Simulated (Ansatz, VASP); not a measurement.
Two plane-wave programs on Ni

```
Ni
1.0
     2.44802    0.00000    0.00000
    -1.22401    2.12005    0.00000
     0.00000    0.00000    4.07281
Ni
2
Cartesian
  0.0000 1.4134 1.0182
  1.2240 0.7067 3.0546
```

Alike in both runs: task single point; functional PBEsol; k mesh 15 × 15 × 8; occupations fermi-dirac, width 0.15 eV; collinear spin.

|  | VASP | Ansatz |
| --- | --- | --- |
| version | VASP 6.6.1 | Ansatz 0.2.0 |
| potentials or method | VASP PAW PBE potentials, release 64 (Ni) | plane waves, PAW |
| plane-wave cutoff (eV) | 520 | 420 |
| valence electrons in the cell | 20 | 36 |

|  | VASP | Ansatz | Ansatz less VASP |
| --- | --- | --- | --- |
| pressure (GPa) | -2.5 | -2.5 | +0.01 |
| traceless stress, the component that is largest in VASP (GPa) | -2.80 | -2.82 | -0.016 |
| net moment per atom (μB) | 0.58 | 0.59 | +0.014 |
| size of the moment on the site where the two differ most (μB) | 0.58 | 0.62 | +0.039 |

VASP's potentials were made for PBE, not for PBEsol. Site moments also hang on the region over which each program counts them. VASP's potentials hold 20 valence electrons a cell and Ansatz's 36, so a difference there can come from the potentials and not from the codes.
